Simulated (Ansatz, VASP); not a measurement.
## Two plane-wave programs on KF

```
K F
1.0
     0.00000    2.71084    2.71084
     2.71084    0.00000    2.71084
     2.71084    2.71084    0.00000
K F
1 1
Cartesian
  0.0000 0.0000 0.0000
  2.7108 2.7108 2.7108
```

Alike in both runs: task single point; functional PBE; dispersion D4; k mesh 8 × 8 × 8; occupations gaussian, width 0.05 eV; no spin polarisation.

|  | VASP | Ansatz |
| --- | --- | --- |
| version | VASP 6.6.1 | Ansatz 0.2.0 |
| potentials or method | VASP PAW PBE potentials, release 64 (K_sv, F), cutoff 520 eV | scalar-relativistic, plane waves, PAW |
| valence electrons in the cell | 16 | 16 |

```tsv
	VASP	Ansatz	Ansatz less VASP
gap on the k mesh at the Fermi level (eV)	5.94	5.96	+0.015
least direct gap on the mesh (eV)	5.94	5.96	+0.015
pressure (GPa)	-0.6	-0.6	-0.01
```
